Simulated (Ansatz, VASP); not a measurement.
## GaSb: VASP beside Ansatz

The input INCAR:

```
SYSTEM = GaSb
ALGO = Normal ; EDIFF = 1E-6
ENCUT = 520 ; GGA = PS
ISIF = 2 ; ISMEAR = -1
ISPIN = 2 ; LASPH = .TRUE.
LCHARG = .TRUE. ; LELF = .TRUE.
LORBIT = 11 ; LREAL = .FALSE.
LVHAR = .TRUE. ; LWAVE = .FALSE.
MAGMOM = 0 0 ; NBANDS = 20
NELM = 150 ; PREC = Accurate
SIGMA = 0.02
```

KPOINTS

```
k-points
0
G
  6 6 6
  0 0 0
```

Contents of POSCAR:

```
GaSb
1.0
    0.0000000000      3.0658787993      3.0658787993
    3.0658787993      0.0000000000      3.0658787993
    3.0658787993      3.0658787993      0.0000000000
Ga Sb
1 1
Direct
    0.0000000000      0.0000000000      0.0000000000
    0.2500000000      0.2500000000      0.2500000000
```

Input for Ansatz:

```yaml
crystal:
  lattice:
    - [0.0, 3.0658787993, 3.0658787993]
    - [3.0658787993, 0.0, 3.0658787993]
    - [3.0658787993, 3.0658787993, 0.0]
  atoms:
    - { symbol: Ga, position: [0.0, 0.0, 0.0] }
    - { symbol: Sb, position: [0.25, 0.25, 0.25] }
kpoints:
  mp_grid: { grid: [6, 6, 6] }
hamiltonian:
  xc: pbesol
scf:
  occupations: { method: fermi_dirac, width: 0.02 }
  n_extra_bands: 4
  max_iter: 94
output:
  forces: true
  stress: true
  eigenvalues: true
magnetization:
  spin_polarized: true
  initial_magnetization: 2.0
```

Alike in both runs: task single point; functional PBEsol; k mesh 6 × 6 × 6; occupations fermi-dirac, width 0.02 eV; collinear spin.

|  | VASP | Ansatz |
| --- | --- | --- |
| version | VASP 6.6.1 | Ansatz 0.2.0 |
| potentials or method | VASP PAW PBE potentials, release 64 (Ga_d, Sb) | plane waves |
| plane-wave cutoff (eV) | 520 | 420 |
| valence electrons in the cell | 18 | 28 |

|  | VASP | Ansatz | Ansatz less VASP |
| --- | --- | --- | --- |
| gap on the k mesh at the Fermi level (eV) | none | none | - |
| pressure (GPa) | -0.3 | -0.4 | -0.12 |
| net moment per atom (μB) | 0.00 | 0.00 | 0.000 |

VASP's potentials were made for PBE, not for PBEsol. A gap of «none» marks a metal or a gap that the smearing closes. VASP's potentials hold 18 valence electrons a cell and Ansatz's 28, so a difference there can come from the potentials and not from the codes. Ansatz's warnings: moment headroom below auto, seeded moment not kept.

Spin-orbit coupling is off throughout.
